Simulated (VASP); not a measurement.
# Rh (I4/mmm) in VASP: a series of runs

Runs on Rh. Level: LDA. Tasks: single point.

All numbers are computed with VASP 6.6.1; they aren't measurements. Logs are shortened: lines on timing, memory, paths and dates and some standing lists are left out, and cuts for length are marked.

## (1) The cell of the first run

It takes space group I4/mmm (No. 139, tetragonal). Conventional cell: a = 2.555 Å, b = 2.555 Å, c = 3.708 Å, α = 90.00°, β = 90.00°, γ = 90.00°. Rh (site symmetry 4/mmm) has 12 Rh at 2.55 to 2.59 Å within 3.4 Å.

## (2) Single point, LDA (strain -0.050 along x and y, -0.025 along z)

INCAR

```
PREC = Accurate ; ENCUT = 520
EDIFF = 1E-6 ; ISMEAR = 0
SIGMA = 0.15 ; LREAL = F
LASPH = T ; NELM = 60
ALGO = Normal ; ISIF = 2
LWAVE = F ; LCHARG = F
GGA = CA ; NBANDS = 14
```

KPOINTS

```
regular mesh
0
Gamma
  22 22 22
```

POSCAR

```
Rh
1.0
    0.0000000000      1.8064725000      1.8540112500
    1.8064725000      0.0000000000      1.8540112500
    1.8064725000      1.8064725000      0.0000000000
Rh
1
Direct
    0.0000000000      0.0000000000      0.0000000000
```

Potentials or basis: VASP PAW LDA potentials, release 64 (Rh_pv).

Launch:

```sh
$ cat potpaw_LDA.64/Rh_pv/POTCAR > POTCAR
$ mpirun -np 1 vasp_std > vasp.out
```

OUTCAR:

```text
PREC = Accurate
   ENCUT = 520
   EDIFF = 1E-6
   ISMEAR = 0
   LREAL = F
   LASPH = T
   NELM = 60
   ISIF = 2
   GGA = CA

 ion  position               nearest neighbor table
   1  0.000  0.000  0.000-

  LATTYP: Found a body centered tetragonal cell.
 ALAT       =     2.5547379096
 C/A-ratio  =     1.4514297088

  Lattice vectors:

 A1 = (  -1.8064725000,   0.0000000000,   1.8540112500)
 A2 = (   1.8064725000,   0.0000000000,   1.8540112500)
 A3 = (   0.0000000000,   1.8064725000,  -1.8540112500)

Analysis of symmetry for initial positions (statically):
=====================================================================
 Subroutine PRICEL returns:
 Original cell was already a primitive cell.

 Routine SETGRP: Setting up the symmetry group for a
 body centered tetragonal supercell.

 Subroutine GETGRP returns: Found 16 space group operations
 (whereof 16 operations were pure point group operations)
 out of a pool of 16 trial point group operations.

The static configuration has the point symmetry D_4h.

Analysis of symmetry for dynamics (positions and initial velocities):
=====================================================================
 Subroutine PRICEL returns:
 Original cell was already a primitive cell.

 Routine SETGRP: Setting up the symmetry group for a
 body centered tetragonal supercell.

 Subroutine GETGRP returns: Found 16 space group operations
 (whereof 16 operations were pure point group operations)
 out of a pool of 16 trial point group operations.

The dynamic configuration has the point symmetry D_4h.

 Subroutine INISYM returns: Found 16 space group operations
 (whereof 16 operations are pure point group operations),
 and found     1 'primitive' translations

----------------------------------------------------------------------------------------

                                     Primitive cell

  volume of cell :      12.1005

  direct lattice vectors                    reciprocal lattice vectors
     0.000000000  1.806472500  1.854011250    -0.276782514  0.276782514  0.269685526
     1.806472500  0.000000000  1.854011250     0.276782514 -0.276782514  0.269685526
     1.806472500  1.806472500  0.000000000     0.276782514  0.276782514 -0.269685526

  length of vectors
     2.588571152  2.588571152  2.554737910     0.475339251  0.475339251  0.475339251

  position of ions in fractional coordinates (direct lattice)
     0.000000000  0.000000000  0.000000000

  ion indices of the primitive-cell ions
   primitive index   ion index
                 1           1

----------------------------------------------------------------------------------------

 KPOINTS: regular mesh

Automatic generation of k-mesh.
 Grid dimensions read from file:
 generate k-points for:   22   22   22

 Generating k-lattice:

  Cartesian coordinates                     Fractional coordinates (reciprocal lattice)
    -0.012581023  0.012581023  0.012258433     0.045454545 -0.000000000  0.000000000
     0.012581023 -0.012581023  0.012258433    -0.000000000  0.045454545  0.000000000
     0.012581023  0.012581023 -0.012258433     0.000000000  0.000000000  0.045454545

  Length of vectors
     0.021606330  0.021606330  0.021606330

  Shift w.r.t. Gamma in fractional coordinates (k-lattice)
     0.000000000  0.000000000  0.000000000

 Subroutine IBZKPT returns following result:
 ===========================================

 Found    834 irreducible k-points:

 Following reciprocal coordinates:
            Coordinates               Weight
  0.000000  0.000000  0.000000      1.000000
  0.045455  0.000000  0.000000      8.000000
  0.090909  0.000000  0.000000      8.000000
  0.136364  0.000000  0.000000      8.000000
  0.181818 -0.000000  0.000000      8.000000
  0.227273  0.000000  0.000000      8.000000
[... 16 lines left out ...]
  0.500000  0.045455  0.000000      8.000000
 -0.454545  0.045455  0.000000      8.000000
 [... further k-points ...]
   k-points           NKPTS =    834   k-points in BZ     NKDIM =    834   number of bands    NBANDS=     14
   number of dos      NEDOS =    301   number of ions     NIONS =      1
   total plane-waves  NPLWV =   8000
   dimension x,y,z NGX =    20 NGY =   20 NGZ =   20
   dimension x,y,z NGXF=    40 NGYF=   40 NGZF=   40
   ions per type =               1
   NGX,Y,Z   is equivalent  to a cutoff of  12.84, 12.84, 13.01 a.u.
   NGXF,Y,Z  is equivalent  to a cutoff of  25.69, 25.69, 26.03 a.u.
 SYSTEM =  unknown system
   PREC   = accura    normal or accurate (medium, high low for compatibility)
   ISTART =      0    job   : 0-new  1-cont  2-samecut
   ICHARG =      2    charge: 1-file 2-atom 10-const
   ISPIN  =      1    spin polarized calculation?
   LNONCOLLINEAR =      F non collinear calculations
   LSORBIT =      F    spin-orbit coupling
   LASPH  =      T    aspherical Exc in radial PAW
   ENCUT  =  520.0 eV  38.22 Ry    6.18 a.u.   4.81  4.81  4.75*2*pi/ulx,y,z
   NELM   =     60;   NELMIN=  2; NELMDL= -5     # of ELM steps
   EDIFF  = 0.1E-05   stopping-criterion for ELM
   LREAL  =      F    real-space projection
   EDIFFG = 0.1E-04   stopping-criterion for IOM
   NSW    =      0    number of steps for IOM
   IBRION =     -1    ionic relax: 0-MD 1-quasi-New 2-CG
   NFREE  =      0    steps in history (QN), initial steepest desc. (CG)
   ISIF   =      2    stress and relaxation
   ISYM   =      2    0-nonsym 1-usesym 2-fastsym
   POTIM  = 0.5000    time-step for ionic-motion
   TEBEG  =    0.0;   TEEND  =   0.0 temperature during run
   PSTRESS=    0.0 pullay stress
   NELECT =      15.0000    total number of electrons
   NUPDOWN=      -1.0000    fix difference up-down
   EMIN   =  10.00;   EMAX   =-10.00  energy-range for DOS
   EFERMI =   0.00;   METHOD = LEGACY
   ISMEAR =     0;   SIGMA  =   0.15  broadening in eV -4-tet -1-fermi 0-gaus
   EFERMI_NEDOS =   21; number of points for ismear=-14 and -15
   IALGO  =     38    algorithm
   IMIX   =      4    mixing-type and parameters
     AMIX     =   0.40;   BMIX     =  1.00
     AMIX_MAG =   1.60;   BMIX_MAG =  1.00
  volume/ion in A,a.u.               =      12.10        81.66
  Fermi-wavevector in a.u.,A,eV,Ry     =   1.758613  3.323296 42.078996  3.092719
  Thomas-Fermi vector in A             =   2.827737
   LORBIT       =      0    0 simple, 1 ext, 2 COOP (PROOUT), +10 PAW based schemes
   GGA     = CA    functional components
   LHFCALC =     F    Hartree Fock is set to
   AEXX    =    0.0000 exact exchange contribution
   IVDW    =     0    specifies the selected vdW correction
   LEPSILON=     F    determine dielectric tensor
   LRPA    =     F    only Hartree local field effects (RPA)
 non-spin polarized calculation
 Gauss-broadening in eV      SIGMA  =   0.15
  energy-cutoff  :      520.00
  volume of cell :       12.10
 maximum number of plane-waves:       342
   NGX =  9   NGY =  9   NGZ =  9

 number of electron      15.0000001 magnetization

 Free energy of the ion-electron system (eV)
  ---------------------------------------------------
  ext. energy  EPLUGINS =         0.00000000
  ---------------------------------------------------
  free energy    TOTEN  =        -8.56264017 eV

  energy without entropy =       -8.55041710  energy(sigma->0) =       -8.55652864

 E-fermi :  14.2394     XC(G=0): -15.1794

 val. band max:       14.2381932570   @ k =  -0.2273   0.1364   0.3636
 cond. band min:      14.2397960519   @ k =   0.4545   0.0909   0.3182
 fundamental gap:      0.0016027949
 Fermi energy:        14.2393868522

 k-point     1 :       0.0000    0.0000    0.0000
  band No.  band energies     occupation
      1     -32.1585      2.00000
      2     -32.1402      2.00000
      3     -32.1402      2.00000
      4       5.2481      2.00000
      5      10.2321      2.00000
      6      10.5728      2.00000
      7      10.5728      2.00000
      8      12.8307      2.00000
      9      13.2561      2.00000
     10      30.0006      0.00000
     11      34.2426      0.00000
     12      35.5276      0.00000
     13      36.4715      0.00000
     14      36.4715      0.00000

 k-point     2 :       0.0455    0.0000    0.0000
  band No.  band energies     occupation
      1     -32.1743      2.00000
      2     -32.1525      2.00000
      3     -32.1429      2.00000
      4       5.3436      2.00000
      5      10.2423      2.00000
      6      10.5549      2.00000
      7      10.6126      2.00000
      8      12.8095      2.00000
      9      13.2271      2.00000
     10      30.1564      0.00000
     11      34.2424      0.00000
     12      35.3945      0.00000
     13      36.2600      0.00000
     14      36.6248      0.00000

 k-point     3 :       0.0909    0.0000    0.0000
  band No.  band energies     occupation
      1     -32.2426      2.00000
      2     -32.1661      2.00000
      3     -32.1509      2.00000
      4       5.6203      2.00000
      5      10.2150      2.00000
      6      10.5649      2.00000
      7      10.7232      2.00000
      8      12.7604      2.00000
      9      13.1527      2.00000
     10      30.5966      0.00000
     11      34.2376      0.00000
     12      34.5102      0.00000
     13      36.4758      0.00000
     14      37.0758      0.00000

 k-point     4 :       0.1364    0.0000    0.0000
  band No.  band energies     occupation
      1     -32.3535      2.00000
      2     -32.1832      2.00000
      3     -32.1635      2.00000
      4       6.0445      2.00000
      5      10.1087      2.00000
      6      10.6593      2.00000
      7      10.8752      2.00000
      8      12.7278      2.00000
      9      13.0716      2.00000
     10      31.2312      0.00000
     11      33.2514      0.00000
     12      34.2457      0.00000
     13      37.1436      0.00000
     14      37.7981      0.00000

 k-point     5 :       0.1818   -0.0000    0.0000
  band No.  band energies     occupation
      1     -32.4950      2.00000
      2     -32.2045      2.00000
      3     -32.1797      2.00000
      4       6.5419      2.00000
      5      10.0410      2.00000
      6      10.7519      2.00000
      7      11.0129      2.00000
      8      12.7836      2.00000
      9      13.0499      2.00000
     10      31.7733      0.00000
     11      32.0843      0.00000
[... 276 lines left out ...]
 k-point    22 :       0.4545    0.0455    0.0000
  band No.  band energies     occupation
      1     -33.2493      2.00000
      2     -32.3327      2.00000
      3     -32.2790      2.00000
      4       7.0379      2.00000
      5      10.1500      2.00000
      6      10.6593      2.00000
      7      13.5575      2.00000
      8      14.8401      0.00000
      9      15.5011      0.00000
     10      24.9310      0.00000
     11      29.9156      0.00000
     12      34.2453      0.00000
     13      36.7826      0.00000
     14      36.7847      0.00000

 k-point    23 :       0.5000    0.0455    0.0000
  band No.  band energies     occupation
      1     -33.2873      2.00000
      2     -32.3427      2.00000
      3     -32.2793      2.00000
      4       6.9918      2.00000
      5      10.1180      2.00000
      6      10.6020      2.00000
      7      13.9262      1.99685
      8      14.8960      0.00000
      9      15.9397      0.00000
     10      24.2876      0.00000
     11      29.7028      0.00000
     12      34.2453      0.00000
     13      36.2092      0.00000
     14      36.6302      0.00000

 k-point    24 :      -0.4545    0.0455    0.0000
  band No.  band energies     occupation
      1     -33.2817      2.00000
      2     -32.3455      2.00000
      3     -32.2743      2.00000
      4       7.0004      2.00000
      5      10.1425      2.00000
      6      10.5984      2.00000
      7      13.8802      1.99929
      8      14.7788      0.00000
      9      15.9435      0.00000
     10      24.4081      0.00000
     11      29.7408      0.00000
     12      34.2450      0.00000
     13      36.0742      0.00000
     14      36.9081      0.00000

 [... further k-points ...]
[... 5 lines left out ...]
  --------------------------------------------------------------------------------------
  -------------------------------------------------------------------------------------
  Total        3.0098549      3.0098549      2.3051614      0.0000000      0.0000000      0.0000000
  in kB      398.5208669    398.5208669    305.2156847      0.0000000      0.0000000      0.0000000
  external PRESSURE =     367.4191395 kB  Pullay stress =       0.0000000 kB

 VOLUME and BASIS-vectors are now :
 -----------------------------------------------------------------------------
  energy-cutoff  :      520.00
  volume of cell :       12.10
      direct lattice vectors                 reciprocal lattice vectors
     0.000000000  1.806472500  1.854011250    -0.276782514  0.276782514  0.269685526
     1.806472500  0.000000000  1.854011250     0.276782514 -0.276782514  0.269685526
     1.806472500  1.806472500  0.000000000     0.276782514  0.276782514 -0.269685526

 POSITION                                       TOTAL-FORCE (eV/Angst)
 -----------------------------------------------------------------------------------
      0.00000      0.00000      0.00000         0.000000     -0.000000      0.000000
 -----------------------------------------------------------------------------------
    total drift:                               -0.000000     -0.000000     -0.000000

  FREE ENERGIE OF THE ION-ELECTRON SYSTEM (eV)
  ---------------------------------------------------
  free  energy   TOTEN  =        -8.5626401704 eV

  energy  without entropy=       -8.5504171004  energy(sigma->0) =       -8.55652864
```

Run time: 91 s. Hardware: 1 thread of AMD EPYC 7R43 (Zen 3), shared host; peak memory 0.2 GiB.

What came out:

| Item | Value |
| --- | --- |
| Free energy | -8.5626 eV |
| Pressure | 36.7 GPa |

Levels at points of the mesh, in eV from the Fermi level:
| k point | band 4 | band 5 | band 6 | band 7 | band 8 | band 9 | band 10 | band 11 |
| --- | --- | --- | --- | --- | --- | --- | --- | --- |
| (0.00, 0.00, 0.00) | -8.99 | -4.01 | -3.67 | -3.67 | -1.41 | -0.98 | 15.76 | 20.00 |
| (0.50, 0.00, 0.00) | -7.32 | -4.05 | -3.71 | 0.59 | 0.65 | 0.82 | 10.03 | 15.32 |
| (0.50, 0.50, 0.00) | -7.65 | -7.23 | 0.74 | 1.23 | 1.23 | 3.02 | 13.48 | 14.30 |
| (0.50, 0.00, 0.50) | -7.67 | -7.25 | 0.70 | 1.10 | 1.41 | 3.62 | 13.61 | 14.01 |

Caveat: the cell differs from its parent crystal (strain -0.050 along x and y, -0.025 along z).

## (3) Single point, LDA (strain -0.025 along x and y, +0.050 along z)

INCAR

```
PREC = Accurate
ENCUT = 520
EDIFF = 1E-7
ISMEAR = 0
SIGMA = 0.15
LREAL = False
LASPH = True
NELM = 60
ALGO = Fast
ISIF = 2
LWAVE = False
LCHARG = True
GGA = CA
LELF = True
LVHAR = True
NBANDS = 14
```

KPOINTS is that of step 2.

POSCAR

```
Rh
1.0
    0.0000000000      1.8540112500      1.9966275000
    1.8540112500      0.0000000000      1.9966275000
    1.8540112500      1.8540112500      0.0000000000
Rh
1
Direct
    0.0000000000      0.0000000000      0.0000000000
```

Potentials or basis: VASP PAW LDA potentials, release 64 (Rh_pv).

Launch:

```sh
$ cat potpaw_LDA.64/Rh_pv/POTCAR > POTCAR
$ mpirun -np 1 vasp_std > vasp.out
```

It took 2.7 min on 1 thread of Intel Xeon Platinum 8259CL at 2.50GHz (Skylake/Cascade Lake), shared host; peak memory 0.24 GiB.

It converged, with:

- Free energy: -8.6370 eV
- Pressure: -9.0 GPa

Stress tensor (GPa, compression positive):
```
 -2.71   0.00   0.00
  0.00  -2.71   0.00
  0.00   0.00 -21.54
```

Levels at points of the mesh, in eV from the Fermi level:
| k point | band 5 | band 6 | band 7 | band 8 | band 9 | band 10 |
| --- | --- | --- | --- | --- | --- | --- |
| (0.00, 0.00, 0.00) | -3.65 | -2.79 | -2.79 | -1.52 | -0.49 | 16.05 |
| (0.50, 0.00, 0.00) | -3.57 | -2.75 | 0.41 | 0.72 | 0.77 | 8.65 |
| (0.50, 0.50, 0.00) | -5.97 | 0.65 | 0.95 | 0.95 | 2.22 | 10.91 |
| (0.50, 0.00, 0.50) | -5.97 | 0.50 | 0.63 | 1.40 | 3.75 | 12.45 |

Caveat: the cell differs from its parent crystal (strain -0.025 along x and y, +0.050 along z).
